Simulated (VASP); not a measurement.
# Rh (P6_3/mmc) in VASP: further runs

The runs below take Rh through single point, relaxation of cell and atoms, with PBEsol.

Everything below comes from runs of VASP 6.6.1. Logs are shortened: lines on timing, memory, paths and dates and some standing lists are left out, and cuts for length are marked.

**1. The cell of the first run**

It takes space group P6_3/mmc (No. 194, hexagonal). Conventional cell: a = 2.681 Å, b = 2.681 Å, c = 4.353 Å, α = 90.00°, β = 90.00°, γ = 120.00°. Within 3.5 Å of Rh (site symmetry -6m2) lie 12 Rh at 2.67 to 2.68 Å.

**2. Single point, PBEsol**

INCAR reads:

```
SYSTEM = Rh
PREC = Accurate ; ENCUT = 500
EDIFF = 1E-6 ; ISMEAR = 0
SIGMA = 0.05 ; LREAL = .False.
LASPH = .True. ; NELM = 120
ALGO = Normal ; ISIF = 2
LWAVE = .False. ; LCHARG = .False.
GGA = PS ; NBANDS = 22
GGA_COMPAT = .False.
```

KPOINTS reads:

```
Automatic mesh
0
Gamma
  9 9 5
  0 0 0
```

POSCAR reads:

```
Rh
1.0
    2.6812218391      0.0000000000      0.0000000000
   -1.3406109195      2.3220062258      0.0000000000
    0.0000000000      0.0000000000      4.3531275194
Rh
2
Direct
    0.6666666667      0.3333333333      0.7500000000
    0.3333333333      0.6666666667      0.2500000000
```

Potentials or basis: VASP PAW PBE potentials, release 64 (Rh_pv).

Run with:

```console
> cat potpaw_PBE.64/Rh_pv/POTCAR > POTCAR
> mpirun -np 1 vasp_std > vasp.out
```

OUTCAR:

```text
SYSTEM = Rh
   PREC = Accurate
   ENCUT = 500
   EDIFF = 1E-6
   ISMEAR = 0
   LREAL = .False.
   LASPH = .True.
   NELM = 120
   ISIF = 2
   GGA = PS

 ion  position               nearest neighbor table
   1  0.667  0.333  0.750-   2 2.67   2 2.67   2 2.67   2 2.67   2 2.67   2 2.67
   2  0.333  0.667  0.250-   1 2.67   1 2.67   1 2.67   1 2.67   1 2.67   1 2.67

  LATTYP: Found a hexagonal cell.
 ALAT       =     2.6812218391
 C/A-ratio  =     1.6235611153

  Lattice vectors:

 A1 = (   2.6812218391,   0.0000000000,   0.0000000000)
 A2 = (  -1.3406109195,   2.3220062258,   0.0000000000)
 A3 = (   0.0000000000,   0.0000000000,   4.3531275194)

Analysis of symmetry for initial positions (statically):
=====================================================================
 Subroutine PRICEL returns:
 Original cell was already a primitive cell.

 Routine SETGRP: Setting up the symmetry group for a
 hexagonal supercell.

 Subroutine GETGRP returns: Found 24 space group operations
 (whereof 12 operations were pure point group operations)
 out of a pool of 24 trial point group operations.

The static configuration has the point symmetry D_3d.
 The point group associated with its full space group is D_6h.

Analysis of symmetry for dynamics (positions and initial velocities):
=====================================================================
 Subroutine PRICEL returns:
 Original cell was already a primitive cell.

 Routine SETGRP: Setting up the symmetry group for a
 hexagonal supercell.

 Subroutine GETGRP returns: Found 24 space group operations
 (whereof 12 operations were pure point group operations)
 out of a pool of 24 trial point group operations.

The dynamic configuration has the point symmetry D_3d.
 The point group associated with its full space group is D_6h.

 Subroutine INISYM returns: Found 24 space group operations
 (whereof 12 operations are pure point group operations),
 and found     1 'primitive' translations

----------------------------------------------------------------------------------------

                                     Primitive cell

  volume of cell :      27.1018

  direct lattice vectors                    reciprocal lattice vectors
     2.681221839  0.000000000  0.000000000     0.372964290  0.215331033  0.000000000
    -1.340610919  2.322006226  0.000000000     0.000000000  0.430662067  0.000000000
     0.000000000  0.000000000  4.353127519     0.000000000  0.000000000  0.229719896

  length of vectors
     2.681221839  2.681221839  4.353127519     0.430662067  0.430662067  0.229719896

  position of ions in fractional coordinates (direct lattice)
     0.666666667  0.333333333  0.750000000
     0.333333333  0.666666667  0.250000000

  ion indices of the primitive-cell ions
   primitive index   ion index
                 1           1
                 2           2

----------------------------------------------------------------------------------------

 KPOINTS: Automatic mesh

Automatic generation of k-mesh.
 Grid dimensions read from file:
 generate k-points for:    9    9    5

 Generating k-lattice:

  Cartesian coordinates                     Fractional coordinates (reciprocal lattice)
     0.041440477  0.023925670  0.000000000     0.111111111 -0.000000000  0.000000000
     0.000000000  0.047851341  0.000000000     0.000000000  0.111111111  0.000000000
     0.000000000  0.000000000  0.045943979     0.000000000  0.000000000  0.200000000

  Length of vectors
     0.047851341  0.047851341  0.045943979

  Shift w.r.t. Gamma in fractional coordinates (k-lattice)
     0.000000000  0.000000000  0.000000000

 Subroutine IBZKPT returns following result:
 ===========================================

 Found     36 irreducible k-points:

 Following reciprocal coordinates:
            Coordinates               Weight
  0.000000  0.000000  0.000000      1.000000
  0.111111  0.000000  0.000000      6.000000
  0.222222  0.000000  0.000000      6.000000
  0.333333  0.000000  0.000000      6.000000
  0.444444  0.000000  0.000000      6.000000
  0.111111  0.111111  0.000000      6.000000
[... 16 lines left out ...]
  0.333333  0.222222  0.200000     24.000000
  0.333333  0.333333  0.200000      4.000000
 [... further k-points ...]
   k-points           NKPTS =     36   k-points in BZ     NKDIM =     36   number of bands    NBANDS=     22
   number of dos      NEDOS =    301   number of ions     NIONS =      2
   total plane-waves  NPLWV =  12800
   dimension x,y,z NGX =    20 NGY =   20 NGZ =   32
   dimension x,y,z NGXF=    40 NGYF=   40 NGZF=   64
   ions per type =               2
   NGX,Y,Z   is equivalent  to a cutoff of  12.40, 12.40, 12.22 a.u.
   NGXF,Y,Z  is equivalent  to a cutoff of  24.80, 24.80, 24.44 a.u.
 SYSTEM =  Rh
   PREC   = accura    normal or accurate (medium, high low for compatibility)
   ISTART =      0    job   : 0-new  1-cont  2-samecut
   ICHARG =      2    charge: 1-file 2-atom 10-const
   ISPIN  =      1    spin polarized calculation?
   LNONCOLLINEAR =      F non collinear calculations
   LSORBIT =      F    spin-orbit coupling
   LASPH  =      T    aspherical Exc in radial PAW
   ENCUT  =  500.0 eV  36.75 Ry    6.06 a.u.   4.89  4.89  7.94*2*pi/ulx,y,z
   NELM   =    120;   NELMIN=  2; NELMDL= -5     # of ELM steps
   EDIFF  = 0.1E-05   stopping-criterion for ELM
   LREAL  =      F    real-space projection
   EDIFFG = 0.1E-04   stopping-criterion for IOM
   NSW    =      0    number of steps for IOM
   IBRION =     -1    ionic relax: 0-MD 1-quasi-New 2-CG
   NFREE  =      0    steps in history (QN), initial steepest desc. (CG)
   ISIF   =      2    stress and relaxation
   ISYM   =      2    0-nonsym 1-usesym 2-fastsym
   POTIM  = 0.5000    time-step for ionic-motion
   TEBEG  =    0.0;   TEEND  =   0.0 temperature during run
   PSTRESS=    0.0 pullay stress
   NELECT =      30.0000    total number of electrons
   NUPDOWN=      -1.0000    fix difference up-down
   EMIN   =  10.00;   EMAX   =-10.00  energy-range for DOS
   EFERMI =   0.00;   METHOD = LEGACY
   ISMEAR =     0;   SIGMA  =   0.05  broadening in eV -4-tet -1-fermi 0-gaus
   EFERMI_NEDOS =   21; number of points for ismear=-14 and -15
   IALGO  =     38    algorithm
   IMIX   =      4    mixing-type and parameters
     AMIX     =   0.40;   BMIX     =  1.00
     AMIX_MAG =   1.60;   BMIX_MAG =  1.00
  volume/ion in A,a.u.               =      13.55        91.45
  Fermi-wavevector in a.u.,A,eV,Ry     =   1.693490  3.200233 39.020282  2.867910
  Thomas-Fermi vector in A             =   2.774887
   LORBIT       =      0    0 simple, 1 ext, 2 COOP (PROOUT), +10 PAW based schemes
   GGA     = PS    functional components
   LHFCALC =     F    Hartree Fock is set to
   AEXX    =    0.0000 exact exchange contribution
   IVDW    =     0    specifies the selected vdW correction
   LEPSILON=     F    determine dielectric tensor
   LRPA    =     F    only Hartree local field effects (RPA)
 non-spin polarized calculation
 Gauss-broadening in eV      SIGMA  =   0.05
  energy-cutoff  :      500.00
  volume of cell :       27.10
 maximum number of plane-waves:       705
 NGX is ok and might be reduce to    20
   NGX =  9   NGY =  9   NGZ = 15

 number of electron      30.0000004 magnetization

 Free energy of the ion-electron system (eV)
  ---------------------------------------------------
  ext. energy  EPLUGINS =         0.00000000
  ---------------------------------------------------
  free energy    TOTEN  =       -16.19580389 eV

  energy without entropy =      -16.19199946  energy(sigma->0) =      -16.19390167

 E-fermi :  12.0989     XC(G=0): -14.3100

 val. band max:       12.0724280784   @ k =   0.3333   0.1111   0.2000
 cond. band min:      12.1161691729   @ k =   0.2222   0.1111   0.4000
 fundamental gap:      0.0437410945
 Fermi energy:        12.0989262363

 k-point     1 :       0.0000    0.0000    0.0000
  band No.  band energies     occupation
      1     -35.1200      2.00000
      2     -34.4174      2.00000
      3     -34.4174      2.00000
      4     -34.3343      2.00000
      5     -34.3068      2.00000
      6     -34.3068      2.00000
[... 14 lines left out ...]
     21      30.1354      0.00000
     22      30.8468      0.00000

 k-point     2 :       0.1111    0.0000    0.0000
  band No.  band energies     occupation
      1     -35.0900      2.00000
      2     -34.4857      2.00000
      3     -34.4393      2.00000
      4     -34.3774      2.00000
      5     -34.3465      2.00000
      6     -34.3179      2.00000
[... 14 lines left out ...]
     21      30.6174      0.00000
     22      31.0623      0.00000

 k-point     3 :       0.2222    0.0000    0.0000
  band No.  band energies     occupation
      1     -35.0078      2.00000
      2     -34.6589      2.00000
      3     -34.5515      2.00000
      4     -34.4926      2.00000
      5     -34.3839      2.00000
      6     -34.3475      2.00000
[... 14 lines left out ...]
     21      29.9497      0.00000
     22      29.9948      0.00000

 k-point     4 :       0.3333    0.0000    0.0000
  band No.  band energies     occupation
      1     -34.8955      2.00000
      2     -34.8560      2.00000
      3     -34.7419      2.00000
      4     -34.5507      2.00000
      5     -34.4448      2.00000
      6     -34.3830      2.00000
[... 14 lines left out ...]
     21      27.2654      0.00000
     22      27.9948      0.00000

 k-point     5 :       0.4444    0.0000    0.0000
  band No.  band energies     occupation
      1     -34.9843      2.00000
      2     -34.8625      2.00000
      3     -34.7962      2.00000
      4     -34.5877      2.00000
      5     -34.5105      2.00000
      6     -34.4068      2.00000
[... 417 lines left out ...]
 k-point    22 :       0.2222    0.2222    0.2000
  band No.  band energies     occupation
      1     -34.9209      2.00000
      2     -34.8582      2.00000
      3     -34.6918      2.00000
      4     -34.6327      2.00000
      5     -34.5053      2.00000
      6     -34.4538      2.00000
[... 14 lines left out ...]
     21      24.8316      0.00000
     22      27.6712      0.00000

 k-point    23 :       0.3333    0.2222    0.2000
  band No.  band energies     occupation
      1     -34.9455      2.00000
      2     -34.8782      2.00000
      3     -34.7434      2.00000
      4     -34.6339      2.00000
      5     -34.5768      2.00000
      6     -34.4982      2.00000
[... 14 lines left out ...]
     21      24.5461      0.00000
     22      27.2233      0.00000

 k-point    24 :       0.3333    0.3333    0.2000
  band No.  band energies     occupation
      1     -34.8612      2.00000
      2     -34.8525      2.00000
      3     -34.8525      2.00000
      4     -34.6710      2.00000
      5     -34.5574      2.00000
      6     -34.5574      2.00000
[... 14 lines left out ...]
     21      24.5749      0.00000
     22      24.5749      0.00000

 [... further k-points ...]
[... 5 lines left out ...]
  --------------------------------------------------------------------------------------
  -------------------------------------------------------------------------------------
  Total       -0.0073184     -0.0073184     -0.0026473     -0.0000000      0.0000000      0.0000000
  in kB       -0.4326449     -0.4326449     -0.1565011     -0.0000000      0.0000000      0.0000000
  external PRESSURE =      -0.3405970 kB  Pullay stress =       0.0000000 kB

 VOLUME and BASIS-vectors are now :
 -----------------------------------------------------------------------------
  energy-cutoff  :      500.00
  volume of cell :       27.10
      direct lattice vectors                 reciprocal lattice vectors
     2.681221839  0.000000000  0.000000000     0.372964290  0.215331033  0.000000000
    -1.340610919  2.322006226  0.000000000     0.000000000  0.430662067  0.000000000
     0.000000000  0.000000000  4.353127519     0.000000000  0.000000000  0.229719896

 POSITION                                       TOTAL-FORCE (eV/Angst)
 -----------------------------------------------------------------------------------
      1.34061      0.77400      3.26485         0.000000      0.000000      0.000000
     -0.00000      1.54800      1.08828        -0.000000     -0.000000      0.000000
 -----------------------------------------------------------------------------------
    total drift:                                0.000000     -0.000000      0.000000

  FREE ENERGIE OF THE ION-ELECTRON SYSTEM (eV)
  ---------------------------------------------------
  free  energy   TOTEN  =       -16.1958038852 eV

  energy  without entropy=      -16.1919994607  energy(sigma->0) =      -16.19390167
```

Wall time 9.7 s (1 thread of Intel Xeon Platinum 8375C at 2.90GHz (Ice Lake), shared host); peak memory 0.14 GiB.

Results:

```
Free energy            : -16.1958 eV
Pressure               : 0.0 GPa
Band gap on the k mesh : zero (band 15 reaches 12.76 eV, above the bottom of band 16 at 10.59 eV)
```

Levels at points of the mesh, in eV from the Fermi level:
```csv
k point,band 13,band 14,band 15,band 16,band 17,band 18
"(0.00, 0.00, 0.00)",-2.56,-1.92,-1.92,0.17,0.17,0.60
```

Caveat: the PAW data sets were made with another functional, which shifts forces and pressure a little.

(Continued in part 2 of 2.)
